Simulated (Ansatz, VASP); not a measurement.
BaTe in VASP and in Ansatz

```xyz
2
Lattice="0.0000 3.4603 3.4603 3.4603 0.0000 3.4603 3.4603 3.4603 0.0000" Properties=species:S:1:pos:R:3 pbc="T T T"
Ba    0.0000    0.0000    0.0000
Te    3.4603    3.4603    3.4603
```

Alike in both runs: task single point; functional PBE; k mesh 6 × 6 × 6; no spin polarisation.

```csv
,VASP,Ansatz
version,VASP 6.6.1,Ansatz 0.2.0
potentials or method,"VASP PAW PBE potentials, release 64 (Ba_sv, Te)","plane waves, PAW"
plane-wave cutoff (eV),520,420
occupations,"gaussian, width 0.01 eV",fixed
valence electrons in the cell,16,26
```

VASP gave:

| Property | Result |
| --- | --- |
| gap on the k mesh at the Fermi level (eV) | 1.44 |
| pressure (GPa) | 2.4 |

**Question.** What did Ansatz give for the same quantities?

**Answer.** gap on the k mesh at the Fermi level (eV): 1.53; pressure (GPa): 2.0.

VASP's potentials hold 16 valence electrons a cell and Ansatz's 26, so a difference there can come from the potentials and not from the codes.

Spin-orbit coupling is off throughout.
